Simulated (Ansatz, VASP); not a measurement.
# One calculation of GaH, two programs

```
Ga H
1.0
    -3.32697    3.32697    3.32697
     3.32697   -3.32697    3.32697
     3.32697    3.32697   -3.32697
Ga H
6 6
Direct
  0.25000 0.62500 0.37500
  0.37500 0.25000 0.62500
  0.75000 0.87500 0.12500
  0.12500 0.75000 0.87500
  0.62500 0.37500 0.25000
  0.87500 0.12500 0.75000
  0.62500 0.75000 0.37500
  0.25000 0.12500 0.87500
  0.87500 0.25000 0.12500
  0.75000 0.37500 0.62500
  0.37500 0.62500 0.75000
  0.12500 0.87500 0.25000
```

Alike in both runs: functional PBE; k mesh 6 × 6 × 6; occupations gaussian, width 0.1 eV; no spin polarisation.

Ansatz relaxed the structure, and its values are those at the end. VASP's run is a single point on that final structure, the one shown.

|  | VASP | Ansatz |
| --- | --- | --- |
| version | VASP 6.6.1 | Ansatz 0.2.0 |
| potentials or method | VASP PAW PBE potentials, release 64 (Ga_d, H), cutoff 520 eV | scalar-relativistic, plane waves, PAW |
| valence electrons in the cell | 84 | 84 |

```csv
,VASP,Ansatz,Ansatz less VASP
gap on the k mesh at the Fermi level (eV),none,none,-
pressure (GPa),0.1,0.1,0.00
```

A gap of «none» marks a metal or a gap that the smearing closes. With one functional, cell and mesh, what is left measures potentials, basis and numerics.
